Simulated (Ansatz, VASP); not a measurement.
**Two plane-wave programs on Hf5Se8S2**

The input INCAR:

```
ALGO = Normal
EDIFF = 1E-7
ENCUT = 520
GGA = PE
ISIF = 2
ISMEAR = 0
IVDW = 12
LASPH = True
LCHARG = False
LREAL = Auto
LWAVE = False
NBANDS = 68
NELM = 100
PREC = Accurate
SIGMA = 0.02
```

File KPOINTS:

```
k-points
0
Gamma
  2 2 2
```

The input POSCAR:

```
Hf5Se8S2
1.0
    0.0000000000      0.0001027096     -6.0460195820
    0.0000000000      6.3983516442     -0.0001221116
    9.2356430881     -3.1991758221      0.0000610558
Hf Se S
5 8 2
Direct
   -0.0048792080     -0.0027677513     -0.0024357994
   -0.0048792080      0.1996680482      0.4024357994
   -0.0028234623      0.5998635540      0.2000000000
   -0.0065167476      0.4004825457      0.7976436918
   -0.0065167476      0.8028388538      0.6023563082
    0.2579381117      0.2646889946      0.2000000000
    0.2623780088      0.4684615232      0.5995877860
    0.2604640055      0.8658649283      0.4004546012
    0.2604640055      0.6654103271     -0.0004546012
    0.2623780088      0.0688737372      0.8004122140
    0.7327993765      0.3324432486      0.9980893572
    0.7327993765      0.5343538914      0.4019106428
    0.7330375971      0.9332944894      0.2000000000
    0.7616784416      0.7328409306      0.7991582513
    0.7616784416      0.1336826793      0.6008417487
```

Input for Ansatz:

```yaml
crystal:
  lattice:
    - [0.0, 0.0001027096, -6.046019582]
    - [0.0, 6.3983516442, -0.0001221116]
    - [9.2356430881, -3.1991758221, 6.10558e-05]
  atoms:
    - { symbol: Hf, position: [-0.004879208, -0.0027677513, -0.0024357994] }
    - { symbol: Hf, position: [-0.004879208, 0.1996680482, 0.4024357994] }
    - { symbol: Hf, position: [-0.0028234623, 0.599863554, 0.2] }
    - { symbol: Hf, position: [-0.0065167476, 0.4004825457, 0.7976436918] }
    - { symbol: Hf, position: [-0.0065167476, 0.8028388538, 0.6023563082] }
    - { symbol: Se, position: [0.2579381117, 0.2646889946, 0.2] }
    - { symbol: Se, position: [0.2623780088, 0.4684615232, 0.599587786] }
    - { symbol: Se, position: [0.2604640055, 0.8658649283, 0.4004546012] }
    - { symbol: Se, position: [0.2604640055, 0.6654103271, -0.0004546012] }
    - { symbol: Se, position: [0.2623780088, 0.0688737372, 0.800412214] }
    - { symbol: Se, position: [0.7327993765, 0.3324432486, 0.9980893572] }
    - { symbol: Se, position: [0.7327993765, 0.5343538914, 0.4019106428] }
    - { symbol: Se, position: [0.7330375971, 0.9332944894, 0.2] }
    - { symbol: S, position: [0.7616784416, 0.7328409306, 0.7991582513] }
    - { symbol: S, position: [0.7616784416, 0.1336826793, 0.6008417487] }
basis:
  ecutwfc: 420
kpoints:
  mp_grid: { grid: [2, 2, 2] }
  band_path:
    path: [[0.0, 0.0, 0.0], [0.0, 0.0, -0.020833], [0.5, 0.0, 0.5]]
    npoints: 1
hamiltonian:
  xc: pbe
  dispersion: d3bj
scf:
  occupations: { method: gaussian, width: 0.02 }
  n_extra_bands: 10
output:
  forces: true
  stress: true
  eigenvalues: true
```

Alike in both runs: task single point; functional PBE; dispersion D3(BJ); k mesh 2 × 2 × 2; occupations gaussian, width 0.02 eV; no spin polarisation.

```csv
,VASP,Ansatz
version,VASP 6.6.1,Ansatz 0.2.0
potentials or method,"VASP PAW PBE potentials, release 64 (Hf_pv, Se, S), cutoff 520 eV","scalar-relativistic, plane waves, PAW"
valence electrons in the cell,110,270
```

```csv
,VASP,Ansatz,Ansatz less VASP
gap on the k mesh at the Fermi level (eV),0.38,0.37,-0.010
least direct gap on the mesh (eV),0.71,0.71,-0.001
pressure (GPa),-0.1,0.2,+0.36
"traceless stress, the component that is largest in VASP (GPa)",0.23,0.23,+0.001
rms of the force components (eV/Å),0.032,0.017,-0.0151
```

Atom by atom the forces differ by 0.023 eV/Å (rms over components). VASP's potentials hold 110 valence electrons a cell and Ansatz's 270, so a difference there can come from the potentials and not from the codes.

The k mesh is coarse, so the values compare programs but aren't converged. Neither program's run includes spin-orbit coupling.
